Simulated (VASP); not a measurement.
# KI (P4/mmm) in VASP: settings compared

Aim: see how the results for KI move with the level of theory and the settings. Levels: PBE, r2SCAN. Tasks: single point.

All numbers are computed with VASP 6.6.1; they aren't measurements. Logs are shortened: lines on timing, memory, paths and dates and some standing lists are left out, and cuts for length are marked.

## Step 1: The cell of the first run

It takes space group P4/mmm (No. 123, tetragonal). Conventional cell: a = 4.291 Å, b = 4.291 Å, c = 4.275 Å, α = 90.00°, β = 90.00°, γ = 90.00°. Within 4.9 Å of K (site symmetry 4/mmm) lie 8 I at 3.71 Å and 6 K at 4.28 to 4.29 Å. I (site symmetry 4/mmm) has 8 K at 3.71 Å and 6 I at 4.28 to 4.29 Å within 4.9 Å.

## Step 2: Single point, PBE (uniaxial z strain -0.4%)

Contents of INCAR:

```
SYSTEM = KI
ALGO = Normal
EDIFF = 1E-6
ENCUT = 520
GGA = PE
ISIF = 2
ISMEAR = -1
LASPH = .True.
LCHARG = .True.
LELF = .True.
LREAL = .False.
LVHAR = .True.
LWAVE = .False.
NBANDS = 15
NELM = 80
PREC = Accurate
SIGMA = 0.02
```

Contents of KPOINTS:

```
k-points
0
Gamma
  6 6 6
  0 0 0
```

Contents of POSCAR:

```
KI
1.0
    4.2909401140      0.0000000000      0.0000000000
    0.0000000000      4.2909401140      0.0000000000
    0.0000000000      0.0000000000      4.2754927296
K I
1 1
Direct
    0.0000000000      0.0000000000      0.0000000000
    0.5000000000      0.5000000000      0.5000000000
```

Potentials or basis: VASP PAW PBE potentials, release 64 (K_sv, I).

Launch:

```bash
$ cat potpaw_PBE.64/K_sv/POTCAR potpaw_PBE.64/I/POTCAR > POTCAR
$ mpirun -np 1 vasp_std > vasp.out
```

OUTCAR:

```text
SYSTEM = KI
   EDIFF = 1E-6
   ENCUT = 520
   GGA = PE
   ISIF = 2
   ISMEAR = -1
   LASPH = .True.
   LREAL = .False.
   NELM = 80
   PREC = Accurate

 ion  position               nearest neighbor table
   1  0.000  0.000  0.000-
   2  0.500  0.500  0.500-

  LATTYP: Found a simple tetragonal cell.
 ALAT       =     4.2909401140
 C/A-ratio  =     0.9964000000

  Lattice vectors:

 A1 = (   4.2909401140,   0.0000000000,   0.0000000000)
 A2 = (   0.0000000000,   4.2909401140,   0.0000000000)
 A3 = (   0.0000000000,   0.0000000000,   4.2754927296)

Analysis of symmetry for initial positions (statically):
=====================================================================
 Subroutine PRICEL returns:
 Original cell was already a primitive cell.

 Routine SETGRP: Setting up the symmetry group for a
 simple tetragonal supercell.

 Subroutine GETGRP returns: Found 16 space group operations
 (whereof 16 operations were pure point group operations)
 out of a pool of 16 trial point group operations.

The static configuration has the point symmetry D_4h.

Analysis of symmetry for dynamics (positions and initial velocities):
=====================================================================
 Subroutine PRICEL returns:
 Original cell was already a primitive cell.

 Routine SETGRP: Setting up the symmetry group for a
 simple tetragonal supercell.

 Subroutine GETGRP returns: Found 16 space group operations
 (whereof 16 operations were pure point group operations)
 out of a pool of 16 trial point group operations.

The dynamic configuration has the point symmetry D_4h.

 Subroutine INISYM returns: Found 16 space group operations
 (whereof 16 operations are pure point group operations),
 and found     1 'primitive' translations

----------------------------------------------------------------------------------------

                                     Primitive cell

  volume of cell :      78.7211

  direct lattice vectors                    reciprocal lattice vectors
     4.290940114  0.000000000  0.000000000     0.233049163  0.000000000  0.000000000
     0.000000000  4.290940114  0.000000000     0.000000000  0.233049163  0.000000000
     0.000000000  0.000000000  4.275492730     0.000000000  0.000000000  0.233891171

  length of vectors
     4.290940114  4.290940114  4.275492730     0.233049163  0.233049163  0.233891171

  position of ions in fractional coordinates (direct lattice)
     0.000000000  0.000000000  0.000000000
     0.500000000  0.500000000  0.500000000

  ion indices of the primitive-cell ions
   primitive index   ion index
                 1           1
                 2           2

----------------------------------------------------------------------------------------

 KPOINTS: k-points

Automatic generation of k-mesh.
 Grid dimensions read from file:
 generate k-points for:    6    6    6

 Generating k-lattice:

  Cartesian coordinates                     Fractional coordinates (reciprocal lattice)
     0.038841527  0.000000000  0.000000000     0.166666667  0.000000000  0.000000000
     0.000000000  0.038841527  0.000000000     0.000000000  0.166666667  0.000000000
     0.000000000  0.000000000  0.038981862     0.000000000  0.000000000  0.166666667

  Length of vectors
     0.038841527  0.038841527  0.038981862

  Shift w.r.t. Gamma in fractional coordinates (k-lattice)
     0.000000000  0.000000000  0.000000000

 Subroutine IBZKPT returns following result:
 ===========================================

 Found     40 irreducible k-points:

 Following reciprocal coordinates:
            Coordinates               Weight
  0.000000  0.000000  0.000000      1.000000
  0.166667  0.000000  0.000000      4.000000
  0.333333  0.000000  0.000000      4.000000
  0.500000  0.000000  0.000000      2.000000
  0.166667  0.166667  0.000000      4.000000
  0.333333  0.166667  0.000000      8.000000
[... 16 lines left out ...]
  0.333333  0.000000  0.333333      8.000000
  0.500000  0.000000  0.333333      4.000000
 [... further k-points ...]
   k-points           NKPTS =     40   k-points in BZ     NKDIM =     40   number of bands    NBANDS=     15
   number of dos      NEDOS =    301   number of ions     NIONS =      2
   total plane-waves  NPLWV =  32768
   dimension x,y,z NGX =    32 NGY =   32 NGZ =   32
   dimension x,y,z NGXF=    64 NGYF=   64 NGZF=   64
   ions per type =               1   1
   NGX,Y,Z   is equivalent  to a cutoff of  12.40, 12.40, 12.44 a.u.
   NGXF,Y,Z  is equivalent  to a cutoff of  24.80, 24.80, 24.89 a.u.
 SYSTEM =  KI
   PREC   = accura    normal or accurate (medium, high low for compatibility)
   ISTART =      0    job   : 0-new  1-cont  2-samecut
   ICHARG =      2    charge: 1-file 2-atom 10-const
   ISPIN  =      1    spin polarized calculation?
   LNONCOLLINEAR =      F non collinear calculations
   LSORBIT =      F    spin-orbit coupling
   LASPH  =      T    aspherical Exc in radial PAW
   ENCUT  =  520.0 eV  38.22 Ry    6.18 a.u.   7.98  7.98  7.95*2*pi/ulx,y,z
   NELM   =     80;   NELMIN=  2; NELMDL= -5     # of ELM steps
   EDIFF  = 0.1E-05   stopping-criterion for ELM
   LREAL  =      F    real-space projection
   EDIFFG = 0.1E-04   stopping-criterion for IOM
   NSW    =      0    number of steps for IOM
   IBRION =     -1    ionic relax: 0-MD 1-quasi-New 2-CG
   NFREE  =      0    steps in history (QN), initial steepest desc. (CG)
   ISIF   =      2    stress and relaxation
   ISYM   =      2    0-nonsym 1-usesym 2-fastsym
   POTIM  = 0.5000    time-step for ionic-motion
   TEBEG  =    0.0;   TEEND  =   0.0 temperature during run
   PSTRESS=    0.0 pullay stress
   NELECT =      16.0000    total number of electrons
   NUPDOWN=      -1.0000    fix difference up-down
   EMIN   =  10.00;   EMAX   =-10.00  energy-range for DOS
   EFERMI =   0.00;   METHOD = LEGACY
   ISMEAR =    -1;   SIGMA  =   0.02  broadening in eV -4-tet -1-fermi 0-gaus
   EFERMI_NEDOS =   21; number of points for ismear=-14 and -15
   IALGO  =     38    algorithm
   IMIX   =      4    mixing-type and parameters
     AMIX     =   0.40;   BMIX     =  1.00
     AMIX_MAG =   1.60;   BMIX_MAG =  1.00
  volume/ion in A,a.u.               =      39.36       265.62
  Fermi-wavevector in a.u.,A,eV,Ry     =   0.962538  1.818933 12.605513  0.926479
  Thomas-Fermi vector in A             =   2.092005
   LORBIT       =      0    0 simple, 1 ext, 2 COOP (PROOUT), +10 PAW based schemes
   GGA     = PE    functional components
   LHFCALC =     F    Hartree Fock is set to
   AEXX    =    0.0000 exact exchange contribution
   IVDW    =     0    specifies the selected vdW correction
   LEPSILON=     F    determine dielectric tensor
   LRPA    =     F    only Hartree local field effects (RPA)
 non-spin polarized calculation
  energy-cutoff  :      520.00
  volume of cell :       78.72
 maximum number of plane-waves:      2176
 NGX is ok and might be reduce to    32
   NGX = 15   NGY = 15   NGZ = 15

 number of electron      16.0000003 magnetization

 Free energy of the ion-electron system (eV)
  ---------------------------------------------------
  ext. energy  EPLUGINS =         0.00000000
  ---------------------------------------------------
  free energy    TOTEN  =        -5.41980007 eV

  energy without entropy =       -5.41980007  energy(sigma->0) =       -5.41980007

 E-fermi :   1.3923     XC(G=0):  -7.7249

 val. band max:        0.9189432433   @ k =   0.5000   0.5000   0.0000
 cond. band min:       4.2457340540   @ k =   0.0000   0.0000   0.0000
 fundamental gap:      3.3267908106
 Fermi energy:         1.3922818638

 k-point     1 :       0.0000    0.0000    0.0000
  band No.  band energies     occupation
      1     -28.4680      2.00000
      2     -11.9212      2.00000
      3     -11.9212      2.00000
      4     -11.9212      2.00000
      5     -10.2634      2.00000
      6       0.5349      2.00000
      7       0.5349      2.00000
      8       0.5598      2.00000
      9       4.2457      0.00000
     10       5.6559      0.00000
     11       5.6715      0.00000
     12       9.2831      0.00000
     13       9.3070      0.00000
     14       9.3070      0.00000
     15      11.3751      0.00000

 k-point     2 :       0.1667    0.0000    0.0000
  band No.  band energies     occupation
      1     -28.4669      2.00000
      2     -11.9658      2.00000
      3     -11.9184      2.00000
      4     -11.9183      2.00000
      5     -10.1864      2.00000
      6      -0.1081      2.00000
      7       0.5528      2.00000
      8       0.5780      2.00000
      9       4.8251      0.00000
     10       5.8657      0.00000
     11       6.3225      0.00000
     12       9.1972      0.00000
     13       9.2206      0.00000
     14       9.4170      0.00000
     15      10.4345      0.00000

 k-point     3 :       0.3333    0.0000    0.0000
  band No.  band energies     occupation
      1     -28.4645      2.00000
      2     -12.0480      2.00000
      3     -11.9126      2.00000
      4     -11.9126      2.00000
      5     -10.0340      2.00000
      6      -1.0250      2.00000
      7       0.5887      2.00000
      8       0.6145      2.00000
      9       5.7740      0.00000
     10       6.4412      0.00000
     11       7.6140      0.00000
     12       8.9397      0.00000
     13       9.1917      0.00000
     14       9.2143      0.00000
     15       9.6773      0.00000
[... 343 lines left out ...]
 k-point    23 :       0.3333    0.0000    0.3333
  band No.  band energies     occupation
      1     -28.4610      2.00000
      2     -12.0127      2.00000
      3     -11.9846      2.00000
      4     -11.9054      2.00000
      5      -9.9507      2.00000
      6      -0.7548      2.00000
      7      -0.5566      2.00000
      8       0.7610      2.00000
      9       5.6981      0.00000
     10       6.5255      0.00000
     11       7.9972      0.00000
     12       8.5716      0.00000
     13       8.5908      0.00000
     14       8.9186      0.00000
     15      10.2130      0.00000

 k-point    24 :       0.5000    0.0000    0.3333
  band No.  band energies     occupation
      1     -28.4598      2.00000
      2     -12.0249      2.00000
      3     -11.9834      2.00000
      4     -11.9030      2.00000
      5      -9.9229      2.00000
      6      -0.9734      2.00000
      7      -0.5210      2.00000
      8       0.8212      2.00000
      9       5.3247      0.00000
     10       6.6473      0.00000
     11       7.9253      0.00000
     12       8.0683      0.00000
     13       8.7541      0.00000
     14       9.6766      0.00000
     15      10.3884      0.00000

 [... further k-points ...]
[... 5 lines left out ...]
  --------------------------------------------------------------------------------------
  -------------------------------------------------------------------------------------
  Total        0.2606372      0.2606372      0.3143625      0.0000000      0.0000000      0.0000000
  in kB        5.3046389      5.3046389      6.3980883      0.0000000      0.0000000      0.0000000
  external PRESSURE =       5.6691221 kB  Pullay stress =       0.0000000 kB

 VOLUME and BASIS-vectors are now :
 -----------------------------------------------------------------------------
  energy-cutoff  :      520.00
  volume of cell :       78.72
      direct lattice vectors                 reciprocal lattice vectors
     4.290940114  0.000000000  0.000000000     0.233049163  0.000000000  0.000000000
     0.000000000  4.290940114  0.000000000     0.000000000  0.233049163  0.000000000
     0.000000000  0.000000000  4.275492730     0.000000000  0.000000000  0.233891171

 POSITION                                       TOTAL-FORCE (eV/Angst)
 -----------------------------------------------------------------------------------
      0.00000      0.00000      0.00000         0.000000      0.000000      0.000000
      2.14547      2.14547      2.13775         0.000000      0.000000      0.000000
 -----------------------------------------------------------------------------------
    total drift:                                0.000000      0.000000     -0.000000

  FREE ENERGIE OF THE ION-ELECTRON SYSTEM (eV)
  ---------------------------------------------------
  free  energy   TOTEN  =        -5.4198000703 eV

  energy  without entropy=       -5.4198000703  energy(sigma->0) =       -5.41980007
```

Wall time 31 s (1 thread of AMD EPYC 7R43 (Zen 3), shared host); peak memory 0.17 GiB.

What came out:

```yaml
Free_energy: -5.4198 eV
Pressure: 0.6 GPa
Band_gap_on_the_k_mesh: 3.33 eV, indirect (least direct gap 3.69 eV)
```

Levels at points of the mesh, in eV from the valence-band top:
```csv
k point,band 6,band 7,band 8,band 9,band 10,band 11
"(0.00, 0.00, 0.00)",-0.38,-0.38,-0.36,3.33,4.74,4.75
"(0.50, 0.00, 0.00)",-2.31,-0.31,-0.29,5.48,6.16,7.04
"(0.50, 0.50, 0.00)",-1.73,-1.73,0.00,3.90,5.70,6.80
"(0.00, 0.00, 0.50)",-2.32,-0.31,-0.31,5.48,6.17,7.03
"(0.50, 0.00, 0.50)",-1.74,-1.73,-0.02,3.90,5.68,6.77
"(0.50, 0.50, 0.50)",-1.69,-1.68,-1.68,5.62,5.62,5.62
```

Caveat: the cell differs from its parent crystal (uniaxial z strain -0.4%); spin-orbit coupling is left out, which moves the levels of the heavy elements. A k mesh can miss the band edges.

[end of part 1 of 2]
